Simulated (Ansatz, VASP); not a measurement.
**One calculation of CsSbSI2, two programs**

```
Cs Sb S I
1.0
     6.01156    0.00000    0.00000
     0.00000    6.01156    0.00000
     0.00000    0.00000    5.14067
Cs Sb S I
1 1 1 2
Direct
  0.00000 0.00000 0.00000
  0.50000 0.50000 0.50000
  0.50000 0.50000 0.00000
  0.00000 0.50000 0.50000
  0.50000 0.00000 0.50000
```

Alike in both runs: task single point; functional PBE; k mesh 6 × 6 × 8; occupations gaussian, width 0.05 eV; no spin polarisation.

|  | VASP | Ansatz |
| --- | --- | --- |
| version | VASP 6.6.1 | Ansatz 0.2.0 |
| potentials or method | VASP PAW PBE potentials, release 64 (Cs_sv, Sb, S, I), cutoff 520 eV | scalar-relativistic, plane waves, PAW |
| valence electrons in the cell | 34 | 64 |

```tsv
	VASP	Ansatz	Ansatz less VASP
gap on the k mesh at the Fermi level (eV)	none	none	-
pressure (GPa)	2.3	2.3	+0.03
traceless stress, the component that is largest in VASP (GPa)	-1.27	-1.27	-0.003
```

A gap of «none» marks a metal or a gap that the smearing closes. With one functional, cell and mesh, what is left measures potentials, basis and numerics. VASP's potentials hold 34 valence electrons a cell and Ansatz's 64, so a difference there can come from the potentials and not from the codes.

Neither program's run includes spin-orbit coupling.
